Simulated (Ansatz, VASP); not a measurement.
# Cd2HgO3: VASP beside Ansatz

```
Cd Hg O
1.0
     3.01772   -1.74152    0.01694
     3.01772    1.74152    0.01694
    -2.11252    0.00000    8.98945
Cd Hg O
2 1 3
Direct
  0.21738 0.21738 0.14885
  0.78262 0.78262 0.85115
  0.00000 0.00000 0.50000
  0.92850 0.92850 0.27838
  0.50000 0.50000 0.00000
  0.07150 0.07150 0.72162
```

Change from the starting cell: the structure that the rattled cell fell into.

Alike in both runs: functional PBE; k mesh 12 × 12 × 4; occupations gaussian, width 0.1 eV; no spin polarisation.

Ansatz relaxed the structure, and its values are those at the end. VASP's run is a single point on that final structure, the one shown.

```csv
,VASP,Ansatz
version,VASP 6.6.1,Ansatz 0.2.0
potentials or method,"VASP PAW PBE potentials, release 64 (Cd, Hg, O), cutoff 520 eV","scalar-relativistic, plane waves, PAW"
valence electrons in the cell,54,78
```

```csv
,VASP,Ansatz,Ansatz less VASP
gap on the k mesh at the Fermi level (eV),none,none,-
pressure (GPa),1.4,0.0,-1.40
rms of the force components (eV/Å),0.088,0.004,-0.0839
```

A gap of «none» marks a metal or a gap that the smearing closes. VASP's potentials hold 54 valence electrons a cell and Ansatz's 78, so a difference there can come from the potentials and not from the codes.

Spin-orbit coupling is off throughout.
